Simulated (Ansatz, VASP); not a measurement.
## TiO2 in VASP and in Ansatz

File INCAR:

```
SYSTEM = TiO2
PREC     = Accurate       ! precision mode
ENCUT    = 520            ! plane-wave cutoff, eV
EDIFF    = 1E-6           ! SCF threshold, eV
ISMEAR   = 0              ! smearing method
SIGMA    = 0.05           ! smearing width, eV
LREAL    = Auto         
LASPH    = .True.         ! aspherical terms in the spheres
NELM     = 100            ! most SCF steps
ALGO     = Normal         ! electronic algorithm
ISIF     = 2              ! what is computed and relaxed
LWAVE    = .False.        ! write WAVECAR
LCHARG   = .False.        ! write CHGCAR
LDIPOL   = .True.       
IDIPOL   = 3            
DIPOL    = 0.5 0.5 0.498
GGA      = PS             ! functional
NBANDS   = 87             ! bands
```

KPOINTS

```
Automatic mesh
0
Gamma
  9 6 1
  0 0 0
```

The input POSCAR:

```
TiO2
1.0
    2.9389940238      0.0000000000      0.0000000000
    0.0000000000      4.5912476139      0.0000000000
    0.0000000000      0.0000000000     27.8758726922
O Ti
12 6
Direct
    0.5000000000      0.8044387441      0.2690498727
    0.0000000000      0.3044387441      0.2869823520
    0.0000000000      0.6955612559      0.3514015118
    0.5000000000      0.1955612559      0.3693339910
    0.5000000000      0.8044387441      0.4337531509
    0.0000000000      0.3044387441      0.4516856301
    0.0000000000      0.6955612559      0.5161047900
    0.5000000000      0.1955612559      0.5340372692
    0.5000000000      0.8044387441      0.5984564290
    0.0000000000      0.3044387441      0.6163889083
    0.0000000000      0.6955612559      0.6808080681
    0.5000000000      0.1955612559      0.6987405473
    0.5000000000      0.5000000000      0.3191919319
    0.0000000000      0.0000000000      0.4015435710
    0.5000000000      0.5000000000      0.4838952100
    0.0000000000      0.0000000000      0.5662468491
    0.5000000000      0.5000000000      0.6485984882
    0.0000000000      0.0000000000      0.7309501273
```

Input for Ansatz:

```yaml
crystal:
  lattice:
    - [2.9389940238, 0.0, 0.0]
    - [0.0, 4.5912476139, 0.0]
    - [0.0, 0.0, 27.8758726922]
  atoms:
    - { symbol: O, position: [0.5, 0.8044387441, 0.2690498727] }
    - { symbol: O, position: [0.0, 0.3044387441, 0.286982352] }
    - { symbol: Ti, position: [0.5, 0.5, 0.3191919319] }
    - { symbol: O, position: [0.0, 0.6955612559, 0.3514015118] }
    - { symbol: O, position: [0.5, 0.1955612559, 0.369333991] }
    - { symbol: Ti, position: [0.0, 0.0, 0.401543571] }
    - { symbol: O, position: [0.5, 0.8044387441, 0.4337531509] }
    - { symbol: O, position: [0.0, 0.3044387441, 0.4516856301] }
    - { symbol: Ti, position: [0.5, 0.5, 0.48389521] }
    - { symbol: O, position: [0.0, 0.6955612559, 0.51610479] }
    - { symbol: O, position: [0.5, 0.1955612559, 0.5340372692] }
    - { symbol: Ti, position: [0.0, 0.0, 0.5662468491] }
    - { symbol: O, position: [0.5, 0.8044387441, 0.598456429] }
    - { symbol: O, position: [0.0, 0.3044387441, 0.6163889083] }
    - { symbol: Ti, position: [0.5, 0.5, 0.6485984882] }
    - { symbol: O, position: [0.0, 0.6955612559, 0.6808080681] }
    - { symbol: O, position: [0.5, 0.1955612559, 0.6987405473] }
    - { symbol: Ti, position: [0.0, 0.0, 0.7309501273] }
basis:
  ecutwfc: 420
kpoints:
  mp_grid: { grid: [9, 6, 1] }
hamiltonian:
  xc: pbesol
scf:
  occupations: { method: gaussian, width: 0.05 }
output:
  forces: true
  stress: true
  eigenvalues: true
efield:
  axis: 3
  dipole_correction: true
  ramp_width: 0.04
```

Alike in both runs: task single point; functional PBEsol; k mesh 9 × 6 × 1; occupations gaussian, width 0.05 eV; no spin polarisation.

```csv
,VASP,Ansatz
version,VASP 6.6.1,Ansatz 0.2.0
potentials or method,"VASP PAW PBE potentials, release 64 (O, Ti_sv), cutoff 520 eV","scalar-relativistic, plane waves, PAW"
valence electrons in the cell,144,144
```

VASP gave:

```
gap on the k mesh at the Fermi level (eV) : none
rms of the force components (eV/Å)        : 0.962
```

Estimate Ansatz's values.

gap on the k mesh at the Fermi level (eV): none; rms of the force components (eV/Å): 0.968.

VASP's potentials were made for PBE, not for PBEsol. A gap of «none» marks a metal or a gap that the smearing closes. The functional is the same, so the differences come from potentials, cutoffs and numerics.
